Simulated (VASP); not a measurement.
# KCl (Fm-3m) in VASP: single point with r2SCAN

Aim: the single point of KCl with r2SCAN.

Everything below comes from runs of VASP 6.6.1. Logs are shortened: lines on timing, memory, paths and dates and some standing lists are left out, and cuts for length are marked.

**1. The cell of the first run**

It takes space group Fm-3m (No. 225, cubic). The conventional cell has a = 6.352 Å, b = 6.352 Å, c = 6.352 Å, α = 90.00°, β = 90.00°, γ = 90.00°. K (site symmetry m-3m) has 6 Cl at 3.18 Å within 4.2 Å. Cl (site symmetry m-3m) has 6 K at 3.18 Å within 4.2 Å.

**2. Single point, r2SCAN**

Input file POSCAR:

```
KCl
1.0
    0.0000000000      3.1758510000      3.1758510000
    3.1758510000      0.0000000000      3.1758510000
    3.1758510000      3.1758510000      0.0000000000
K Cl
1 1
Direct
    0.0000000000      0.0000000000      0.0000000000
    0.5000000000      0.5000000000      0.5000000000
```

Input file INCAR.step1:

```
SYSTEM = KCl
ALGO = Normal ; EDIFF = 1E-5
ENCUT = 550 ; GGA = PE
GGA_COMPAT = .False. ; ISMEAR = -1
LASPH = .True. ; LCHARG = .False.
LREAL = .False. ; LWAVE = .True.
NBANDS = 15 ; NELM = 120
PREC = Accurate ; SIGMA = 0.1
```

Input file INCAR.step2:

```
SYSTEM = KCl
ALGO = Normal ; EDIFF = 1E-6
ENCUT = 550 ; GGA_COMPAT = .False.
ISIF = 2 ; ISMEAR = -1
ISTART = 1 ; LASPH = .True.
LCHARG = .False. ; LMIXTAU = .True.
LREAL = .False. ; LWAVE = .False.
METAGGA = R2SCAN ; NBANDS = 15
NELM = 120 ; PREC = Accurate
SIGMA = 0.1
```

Input file KPOINTS:

```
k-points
0
Gamma
  7 7 7
  0 0 0
```

Potentials or basis: VASP PAW PBE potentials, release 64 (K_sv, Cl).

Command:

```
$ cat potpaw_PBE.64/K_sv/POTCAR potpaw_PBE.64/Cl/POTCAR > POTCAR
$ cp INCAR.step1 INCAR
$ mpirun -np 1 vasp_std > vasp.out
$ cp INCAR.step2 INCAR
$ mpirun -np 1 vasp_std > vasp.out
```

OUTCAR:

```text
SYSTEM = KCl
   EDIFF = 1E-6
   ENCUT = 550
   ISIF = 2
   ISMEAR = -1
   ISTART = 1
   LASPH = .True.
   LREAL = .False.
   METAGGA = R2SCAN
   NELM = 120
   PREC = Accurate

 ion  position               nearest neighbor table
   1  0.000  0.000  0.000-   2 3.18   2 3.18   2 3.18   2 3.18   2 3.18   2 3.18
   2  0.500  0.500  0.500-   1 3.18   1 3.18   1 3.18   1 3.18   1 3.18   1 3.18

  LATTYP: Found a face centered cubic cell.
 ALAT       =     6.3517020000

  Lattice vectors:

 A1 = (   0.0000000000,   3.1758510000,   3.1758510000)
 A2 = (   3.1758510000,   0.0000000000,   3.1758510000)
 A3 = (   3.1758510000,   3.1758510000,   0.0000000000)

Analysis of symmetry for initial positions (statically):
=====================================================================
 Subroutine PRICEL returns:
 Original cell was already a primitive cell.

 Routine SETGRP: Setting up the symmetry group for a
 face centered cubic supercell.

 Subroutine GETGRP returns: Found 48 space group operations
 (whereof 48 operations were pure point group operations)
 out of a pool of 48 trial point group operations.

The static configuration has the point symmetry O_h .

Analysis of symmetry for dynamics (positions and initial velocities):
=====================================================================
 Subroutine PRICEL returns:
 Original cell was already a primitive cell.

 Routine SETGRP: Setting up the symmetry group for a
 face centered cubic supercell.

 Subroutine GETGRP returns: Found 48 space group operations
 (whereof 48 operations were pure point group operations)
 out of a pool of 48 trial point group operations.

The dynamic configuration has the point symmetry O_h .

 Subroutine INISYM returns: Found 48 space group operations
 (whereof 48 operations are pure point group operations),
 and found     1 'primitive' translations

----------------------------------------------------------------------------------------

                                     Primitive cell

  volume of cell :      64.0635

  direct lattice vectors                    reciprocal lattice vectors
     0.000000000  3.175851000  3.175851000    -0.157438117  0.157438117  0.157438117
     3.175851000  0.000000000  3.175851000     0.157438117 -0.157438117  0.157438117
     3.175851000  3.175851000  0.000000000     0.157438117  0.157438117 -0.157438117

  length of vectors
     4.491331556  4.491331556  4.491331556     0.272690817  0.272690817  0.272690817

  position of ions in fractional coordinates (direct lattice)
     0.000000000  0.000000000  0.000000000
     0.500000000  0.500000000  0.500000000

  ion indices of the primitive-cell ions
   primitive index   ion index
                 1           1
                 2           2

----------------------------------------------------------------------------------------

 KPOINTS: k-points

Automatic generation of k-mesh.
 Grid dimensions read from file:
 generate k-points for:    7    7    7

 Generating k-lattice:

  Cartesian coordinates                     Fractional coordinates (reciprocal lattice)
    -0.022491160  0.022491160  0.022491160     0.142857143  0.000000000  0.000000000
     0.022491160 -0.022491160  0.022491160     0.000000000  0.142857143  0.000000000
     0.022491160  0.022491160 -0.022491160     0.000000000  0.000000000  0.142857143

  Length of vectors
     0.038955831  0.038955831  0.038955831

  Shift w.r.t. Gamma in fractional coordinates (k-lattice)
     0.000000000  0.000000000  0.000000000

 Subroutine IBZKPT returns following result:
 ===========================================

 Found     20 irreducible k-points:

 Following reciprocal coordinates:
            Coordinates               Weight
  0.000000  0.000000  0.000000      1.000000
  0.142857  0.000000  0.000000      8.000000
  0.285714  0.000000  0.000000      8.000000
  0.428571  0.000000  0.000000      8.000000
  0.142857  0.142857  0.000000      6.000000
  0.285714  0.142857  0.000000     24.000000
[... 12 lines left out ...]
 -0.428571  0.428571  0.142857     24.000000
 -0.285714  0.428571  0.142857     24.000000
   k-points           NKPTS =     20   k-points in BZ     NKDIM =     20   number of bands    NBANDS=     15
   number of dos      NEDOS =    301   number of ions     NIONS =      2
   total plane-waves  NPLWV =  46656
   dimension x,y,z NGX =    36 NGY =   36 NGZ =   36
   dimension x,y,z NGXF=    72 NGYF=   72 NGZF=   72
   ions per type =               1   1
   NGX,Y,Z   is equivalent  to a cutoff of  13.33, 13.33, 13.33 a.u.
   NGXF,Y,Z  is equivalent  to a cutoff of  26.65, 26.65, 26.65 a.u.
 SYSTEM =  KCl
   PREC   = accura    normal or accurate (medium, high low for compatibility)
   ISTART =      1    job   : 0-new  1-cont  2-samecut
   ICHARG =      0    charge: 1-file 2-atom 10-const
   ISPIN  =      1    spin polarized calculation?
   LNONCOLLINEAR =      F non collinear calculations
   LSORBIT =      F    spin-orbit coupling
   LASPH  =      T    aspherical Exc in radial PAW
   ENCUT  =  550.0 eV  40.42 Ry    6.36 a.u.   8.59  8.59  8.59*2*pi/ulx,y,z
   NELM   =    120;   NELMIN=  2; NELMDL=  0     # of ELM steps
   EDIFF  = 0.1E-05   stopping-criterion for ELM
   LREAL  =      F    real-space projection
   EDIFFG = 0.1E-04   stopping-criterion for IOM
   NSW    =      0    number of steps for IOM
   IBRION =     -1    ionic relax: 0-MD 1-quasi-New 2-CG
   NFREE  =      0    steps in history (QN), initial steepest desc. (CG)
   ISIF   =      2    stress and relaxation
   ISYM   =      2    0-nonsym 1-usesym 2-fastsym
   POTIM  = 0.5000    time-step for ionic-motion
   TEBEG  =    0.0;   TEEND  =   0.0 temperature during run
   PSTRESS=    0.0 pullay stress
   NELECT =      16.0000    total number of electrons
   NUPDOWN=      -1.0000    fix difference up-down
   EMIN   =  10.00;   EMAX   =-10.00  energy-range for DOS
   EFERMI =   0.00;   METHOD = LEGACY
   ISMEAR =    -1;   SIGMA  =   0.10  broadening in eV -4-tet -1-fermi 0-gaus
   EFERMI_NEDOS =   21; number of points for ismear=-14 and -15
   IALGO  =     38    algorithm
   IMIX   =      4    mixing-type and parameters
     AMIX     =   0.40;   BMIX     =  1.00
     AMIX_MAG =   1.60;   BMIX_MAG =  1.00
  volume/ion in A,a.u.               =      32.03       216.16
  Fermi-wavevector in a.u.,A,eV,Ry     =   1.030967  1.948245 14.461533  1.062893
  Thomas-Fermi vector in A             =   2.165091
   LORBIT       =      0    0 simple, 1 ext, 2 COOP (PROOUT), +10 PAW based schemes
   METAGGA = R2SCAN    functional components
   LHFCALC =     F    Hartree Fock is set to
   AEXX    =    0.0000 exact exchange contribution
   IVDW    =     0    specifies the selected vdW correction
   LEPSILON=     F    determine dielectric tensor
   LRPA    =     F    only Hartree local field effects (RPA)
 non-spin polarized calculation
  energy-cutoff  :      550.00
  volume of cell :       64.06
 maximum number of plane-waves:      1899
   NGX = 17   NGY = 17   NGZ = 17

 number of electron      15.9999998 magnetization

 Free energy of the ion-electron system (eV)
  ---------------------------------------------------
  ext. energy  EPLUGINS =         0.00000000
  ---------------------------------------------------
  free energy    TOTEN  =       -16.50465289 eV

  energy without entropy =      -16.50465289  energy(sigma->0) =      -16.50465289

 E-fermi :  -0.0711     XC(G=0):  -7.8289

 val. band max:       -2.3718281965   @ k =   0.0000   0.0000   0.0000
 cond. band min:       3.3607197732   @ k =   0.0000   0.0000   0.0000
 fundamental gap:      5.7325479696
 Fermi energy:        -0.0711036009

 k-point     1 :       0.0000    0.0000    0.0000
  band No.  band energies     occupation
      1     -30.7100      2.00000
      2     -15.0104      2.00000
      3     -13.4006      2.00000
      4     -13.4006      2.00000
      5     -13.4006      2.00000
      6      -2.3718      2.00000
      7      -2.3718      2.00000
      8      -2.3718      2.00000
      9       3.3607      0.00000
     10       6.6490      0.00000
     11       6.6490      0.00000
     12       6.6490      0.00000
     13       7.6755      0.00000
     14       7.6755      0.00000
     15      10.8927      0.00000

 k-point     2 :       0.1429    0.0000    0.0000
  band No.  band energies     occupation
      1     -30.7083      2.00000
      2     -15.0415      2.00000
      3     -13.4021      2.00000
      4     -13.4021      2.00000
      5     -13.3594      2.00000
      6      -2.5951      2.00000
      7      -2.4311      2.00000
      8      -2.4311      2.00000
      9       3.8277      0.00000
     10       6.4629      0.00000
     11       6.9072      0.00000
     12       6.9072      0.00000
     13       7.9478      0.00000
     14       7.9478      0.00000
     15      11.6783      0.00000

 k-point     3 :       0.2857    0.0000    0.0000
  band No.  band energies     occupation
      1     -30.7045      2.00000
      2     -15.1063      2.00000
      3     -13.4053      2.00000
      4     -13.4053      2.00000
      5     -13.2712      2.00000
      6      -3.0277      2.00000
      7      -2.5592      2.00000
      8      -2.5592      2.00000
      9       4.8568      0.00000
     10       6.3617      0.00000
     11       7.6303      0.00000
     12       7.6303      0.00000
     13       8.6758      0.00000
     14       8.6758      0.00000
     15      11.6018      0.00000
[... 271 lines left out ...]
 k-point    19 :      -0.4286    0.4286    0.1429
  band No.  band energies     occupation
      1     -30.6989      2.00000
      2     -14.9855      2.00000
      3     -13.4870      2.00000
      4     -13.4607      2.00000
      5     -13.3651      2.00000
      6      -2.9995      2.00000
      7      -2.7104      2.00000
      8      -2.6822      2.00000
      9       5.2748      0.00000
     10       6.7301      0.00000
     11       7.8148      0.00000
     12       8.8820      0.00000
     13       9.1500      0.00000
     14       9.8315      0.00000
     15      10.3329      0.00000

 k-point    20 :      -0.2857    0.4286    0.1429
  band No.  band energies     occupation
      1     -30.6986      2.00000
      2     -15.0087      2.00000
      3     -13.4919      2.00000
      4     -13.4607      2.00000
      5     -13.3247      2.00000
      6      -2.9243      2.00000
      7      -2.8674      2.00000
      8      -2.7189      2.00000
      9       5.8653      0.00000
     10       6.5626      0.00000
     11       7.9334      0.00000
     12       8.2945      0.00000
     13       9.7096      0.00000
     14       9.9030      0.00000
     15      10.7145      0.00000

------------------------ aborting loop because EDIFF is reached ----------------------------------------

  FORCE on cell =-STRESS in cart. coord.  units (eV):
  Direction    XX          YY          ZZ          XY          YZ          ZX
  --------------------------------------------------------------------------------------
  -------------------------------------------------------------------------------------
  Total       -0.2038764     -0.2038764     -0.2038764     -0.0000000      0.0000000     -0.0000000
  in kB       -5.0987910     -5.0987910     -5.0987910     -0.0000000      0.0000000     -0.0000000
  external PRESSURE =      -5.0987910 kB  Pullay stress =       0.0000000 kB

 VOLUME and BASIS-vectors are now :
 -----------------------------------------------------------------------------
  energy-cutoff  :      550.00
  volume of cell :       64.06
      direct lattice vectors                 reciprocal lattice vectors
     0.000000000  3.175851000  3.175851000    -0.157438117  0.157438117  0.157438117
     3.175851000  0.000000000  3.175851000     0.157438117 -0.157438117  0.157438117
     3.175851000  3.175851000  0.000000000     0.157438117  0.157438117 -0.157438117

 POSITION                                       TOTAL-FORCE (eV/Angst)
 -----------------------------------------------------------------------------------
      0.00000      0.00000      0.00000         0.000000     -0.000000      0.000000
      3.17585      3.17585      3.17585        -0.000000      0.000000     -0.000000
 -----------------------------------------------------------------------------------
    total drift:                                0.000000      0.000000      0.000000

  FREE ENERGIE OF THE ION-ELECTRON SYSTEM (eV)
  ---------------------------------------------------
  free  energy   TOTEN  =       -16.5046528921 eV

  energy  without entropy=      -16.5046528920  energy(sigma->0) =      -16.50465289
```

Wall time 2.2 min (1 thread of AMD EPYC 7R43 (Zen 3), shared host); peak memory 0.17 GiB.

What came out:

| Quantity | Value |
| --- | --- |
| Free energy | -16.5047 eV |
| Pressure | -0.5 GPa |
| Band gap on the k mesh | 5.73 eV |

Levels at points of the mesh, in eV from the valence-band top:
```
           k point  band 4  band 5  band 6  band 7  band 8  band 9  band 10  band 11  band 12  band 13
(0.00, 0.00, 0.00)  -11.03  -11.03    0.00    0.00    0.00    5.73     9.02     9.02     9.02    10.05
```

Caveat: the PAW data sets were made with another functional, which shifts forces and pressure a little; an odd mesh through Γ misses points on the zone boundary, where band edges can lie.
